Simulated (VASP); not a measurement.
Input of a VASP 6.6.1 run:

The input INCAR:

```
SYSTEM = Be2H
PREC = Accurate ; ENCUT = 600
EDIFF = 1E-7 ; ISMEAR = 0
SIGMA = 0.1 ; LREAL = .FALSE.
LASPH = .TRUE. ; NELM = 100
ALGO = Normal ; ISIF = 3
LWAVE = .FALSE. ; LCHARG = .FALSE.
GGA = PE ; IBRION = 2
NSW = 100 ; EDIFFG = -0.01
```

File KPOINTS:

```
Automatic mesh
0
G
  24 24 12
  0 0 0
```

Contents of POSCAR:

```
Be2H
1.0
    2.5146888655      0.0000000000      0.0000000000
   -1.2573444328      2.1777844402      0.0000000000
    0.0000000000      0.0000000000      3.6263618944
Be H
2 1
Direct
    0.3333333333      0.6666666667      0.7367466535
    0.6666666667      0.3333333333      0.2632533465
    0.0000000000      0.0000000000      0.0000000000
```

Potentials or basis: VASP PAW PBE potentials, release 64 (Be, H).

Command:

```sh
$ cat potpaw_PBE.64/Be/POTCAR potpaw_PBE.64/H/POTCAR > POTCAR
$ mpirun -np 1 vasp_std > vasp.out
```

Estimate the relaxed cell.

a = 2.540 Å, b = 2.540 Å, c = 3.579 Å, α = 90.00°, β = 90.00°, γ = 120.00°.

Predict the space group after relaxing (to 0.05 Å).

P-3m1 (No. 164).

Predict the relaxed volume.

6.67 Å³/atom.

Final structure:
```
CELL_PARAMETERS angstrom
2.53995 0.00000 0.00000
-1.26998 2.19966 0.00000
0.00000 0.00000 3.57893
ATOMIC_POSITIONS crystal
Be 0.33333 0.66667 0.73880
Be 0.66667 0.33333 0.26120
H 0.00000 0.00000 0.00000
```
